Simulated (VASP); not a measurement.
Ir, 1 atom in the cell. It takes space group Fm-3m (No. 225, cubic). Conventional cell: a = 3.707 Å, b = 3.707 Å, c = 3.707 Å, α = 90.00°, β = 90.00°, γ = 90.00°. Within 3.5 Å of Ir (site symmetry m-3m) lie 12 Ir at 2.62 Å. 

| Item | Value |
| --- | --- |
| Program | VASP 6.6.1 |
| Task | single point |
| Functional | LDA |
| Potentials or basis | VASP PAW LDA potentials, release 64 (Ir_sv_GW) |
| Cutoff | 560 eV |
| k mesh | 23 × 23 × 23 |
| Occupations | fermi-dirac, width 0.05 eV |
| Spin | collinear spin |
| Starting moments | [1.0] μB |
| Dipole correction | no |
| Further INCAR settings | ALGO = Normal; EDIFF = 1e-06; NBANDS = 18 |

Potentials or basis: VASP PAW LDA potentials, release 64 (Ir_sv_GW).

Run with:

```sh
$ cat potpaw_LDA.64/Ir_sv_GW/POTCAR > POTCAR
$ mpirun -np 1 vasp_std > vasp.out
```

Hardware: 1 thread of Intel(R) Xeon(R) Platinum 8488C (Sapphire Rapids), with other jobs on the host.

Q: How long does it take, and how much memory?

A: Wall time 94 s on 1 thread of Intel(R) Xeon(R) Platinum 8488C (Sapphire Rapids) (shared host), peak memory 0.24 GiB. Counts: scf iterations 14, k points 364.
